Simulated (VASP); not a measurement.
Input of a VASP 6.6.1 run:

Contents of INCAR:

```
SYSTEM = Re3F
PREC     = Accurate       ! precision mode
ENCUT    = 600            ! plane-wave cutoff, eV
EDIFF    = 1E-6           ! SCF threshold, eV
ISMEAR   = 0              ! smearing method
SIGMA    = 0.1            ! smearing width, eV
LREAL    = .False.        ! projectors in reciprocal space
LASPH    = .True.         ! aspherical terms in the spheres
NELM     = 120            ! most SCF steps
ALGO     = Normal         ! electronic algorithm
ISIF     = 2              ! what is computed and relaxed
LWAVE    = .False.        ! write WAVECAR
LCHARG   = .False.        ! write CHGCAR
GGA      = PE             ! functional
NBANDS   = 34             ! bands
GGA_COMPAT= .False.
```

File KPOINTS:

```
regular mesh
0
Gamma
  6 6 6
  0 0 0
```

The input POSCAR:

```
Re3F
1.0
   -2.1525203991      2.1525203991      3.0454394499
    2.1525203991     -2.1525203991      3.0454394499
    2.1525203991      2.1525203991     -3.0454394499
Re F
3 1
Direct
    0.5000000000      0.5000000000      0.0000000000
    0.2500000000      0.7500000000      0.5000000000
    0.7500000000      0.2500000000      0.5000000000
    0.0000000000      0.0000000000      0.0000000000
```

Potentials or basis: VASP PAW PBE potentials, release 64 (Re_sv_GW, F).

Launch:

```console
$ cat potpaw_PBE.64/Re_sv_GW/POTCAR potpaw_PBE.64/F/POTCAR > POTCAR
$ mpirun -np 1 vasp_std > vasp.out
```

Q: What does it give for the band gap on the k mesh?

A: Zero (bands 26 and 27 overlap by 2.73 eV).

Q: What does it give for the pressure?

A: -0.7 GPa.

Stress tensor (GPa, compression positive):
```
-0.63  0.00  0.00
 0.00 -0.63  0.00
 0.00  0.00 -0.71
```

Caveat: spin-orbit coupling is left out, which moves the levels of the heavy elements.
